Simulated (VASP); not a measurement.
The system is Be2AlI.

```
Be Al I
1.0
     4.76492    0.00000    0.00000
    -2.38246    4.12654    0.00000
     0.00000    0.00000    4.70385
Be Al I
2 1 1
Direct
  0.33333 0.66667 0.50000
  0.66667 0.33333 0.50000
  0.00000 0.00000 0.00000
  0.00000 0.00000 0.50000
```

* Program: VASP 6.6.1
* Task: relaxation of cell and atoms
* Functional: PBE
* Potentials or basis: VASP PAW PBE potentials, release 64 (Be, Al, I)
* Cutoff: 600 eV
* k mesh: 6 × 6 × 4
* Occupations: gaussian, width 0.1 eV
* Spin: no spin polarisation

At the start: pressure 8.2 GPa; volume 23.12 Å³/atom.

Task: Where does the relaxation end?

Result: Over 9 steps the energy falls by 507.2 meV/atom and the volume is 27.92 Å³/atom (+20.7 %); space group P6/mmm (No. 191, to 0.05 Å).

The path:
| step | energy change (eV) | largest force (eV/Å) | pressure (GPa) | volume (Å³) |
| --- | --- | --- | --- | --- |
| 1 | 0.0000 | 0.0000 | 8.20 | 92.49 |
| 2 | -1.9684 | 0.0000 | 0.96 | 106.49 |
| 3 | -2.0115 | 0.0000 | 0.77 | 107.94 |
| 4 | -2.0090 | 0.0000 | 0.71 | 110.69 |
| 5 | -2.0229 | 0.0000 | 0.68 | 109.46 |
| 6 | -2.0233 | 0.0000 | 0.68 | 109.17 |
| 7 | -2.0283 | 0.0000 | 0.16 | 111.04 |
| 8 | -2.0284 | 0.0000 | 0.05 | 111.41 |
| 9 | -2.0288 | 0.0000 | 0.02 | 111.66 |

Final structure:
```
Be Al I
1.0
     4.54934    0.00000    0.00000
    -2.27467    3.93985    0.00000
     0.00000    0.00000    6.22996
Be Al I
2 1 1
Direct
  0.33333 0.66667 0.50000
  0.66667 0.33333 0.50000
  0.00000 0.00000 0.00000
  0.00000 0.00000 0.50000
```

Caveat: the volume moved by over 15 % at a fixed basis, so the end points are rough.
